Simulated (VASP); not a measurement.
A run of VASP 6.6.1 is set up as follows.

The input INCAR:

```
SYSTEM = Mg2O
PREC = Accurate
ENCUT = 520
EDIFF = 1E-6
ISMEAR = -1
SIGMA = 0.06122561905347299
LREAL = .False.
LASPH = .True.
NELM = 60
ALGO = Normal
ISIF = 2
LWAVE = .False.
LCHARG = .False.
GGA = PE
NBANDS = 12
```

File KPOINTS:

```
regular mesh
0
Gamma
  17 17 17
  0 0 0
```

File POSCAR:

```
Mg2O
1.0
    0.0000000000      2.8197007975      2.8197007975
    2.8197007975      0.0000000000      2.8197007975
    2.8197007975      2.8197007975      0.0000000000
Mg O
2 1
Direct
    0.2500000000      0.2500000000      0.2500000000
    0.7500000000      0.7500000000      0.7500000000
    0.0000000000      0.0000000000      0.0000000000
```

Potentials or basis: VASP PAW PBE potentials, release 64 (Mg, O).

Command:

```sh
$ cat potpaw_PBE.64/Mg/POTCAR potpaw_PBE.64/O/POTCAR > POTCAR
$ mpirun -np 1 vasp_std > vasp.out
```

Predict the band gap on the k mesh.

0.11 eV.

Predict the pressure.

-0.3 GPa.

Caveat: an odd mesh through Γ misses points on the zone boundary, where band edges can lie.
